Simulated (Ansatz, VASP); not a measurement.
**Two plane-wave programs on Cu**

```
Cu
1.0
     0.00000    2.72250    2.72250
     2.72250    0.00000    2.72250
     2.72250    2.72250    0.00000
Cu
2
Direct
  0.12500 0.12500 0.12500
  0.87500 0.87500 0.87500
```

Alike in both runs: functional RPBE; k mesh 11 × 11 × 11; occupations fermi-dirac, width 0.1 eV; no spin polarisation.

Ansatz relaxed the structure, and its values are those at the end. VASP's run is a single point on that final structure, the one shown.

|  | VASP | Ansatz |
| --- | --- | --- |
| version | VASP 6.6.1 | Ansatz 0.2.0 |
| potentials or method | VASP PAW PBE potentials, release 64 (Cu), cutoff 520 eV | plane waves (420 eV) with PAW, scalar-relativistic |
| valence electrons in the cell | 22 | 38 |

```csv
,VASP,Ansatz,Ansatz less VASP
pressure (GPa),0.2,0.0,-0.24
```

VASP's potentials were made for PBE, not for RPBE. VASP's potentials hold 22 valence electrons a cell and Ansatz's 38, so a difference there can come from the potentials and not from the codes.
